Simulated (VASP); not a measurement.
Input of a VASP 6.6.1 run:

Contents of INCAR:

```
  PREC = Accurate
  ENCUT = 500
  EDIFF = 1E-8
  ISMEAR = -1
  SIGMA = 0.1
  LREAL = False
  LASPH = True
  NELM = 120
  ALGO = Normal
  ISIF = 3
  LWAVE = False
  LCHARG = False
  GGA = CA
  NBANDS = 21
  IBRION = 6
  NFREE = 2
  POTIM = 0.015
  NSW = 1
  GGA_COMPAT = False
  KPAR = 4
```

The input KPOINTS:

```
Automatic mesh
0
Gamma
  20 20 12
```

The input POSCAR:

```
Ru
1.0
    2.6734744959      0.0000000000      0.0000000000
   -1.3367372480      2.3152968298      0.0000000000
    0.0000000000      0.0000000000      4.2191792071
Ru
2
Direct
    0.3333333333      0.6666666667      0.2500000000
    0.6666666667      0.3333333333      0.7500000000
```

Potentials or basis: VASP PAW LDA potentials, release 64 (Ru_pv).

Run with:

```bash
$ cat potpaw_LDA.64/Ru_pv/POTCAR > POTCAR
$ mpirun -np 4 vasp_std > vasp.out
```

Predict the Voigt bulk modulus.

374 GPa.

What does it give for the highest phonon frequency at Γ?

277 cm⁻¹.

Clamped-ion elastic tensor (GPa):
```
677 215 208   0   0   0
215 677 208   0   0   0
208 208 755   0   0   0
  0   0   0 216   0   0
  0   0   0   0 216   0
  0   0   0   0   0 231
```

Caveat: the cell is under stress, which shifts elastic constants.
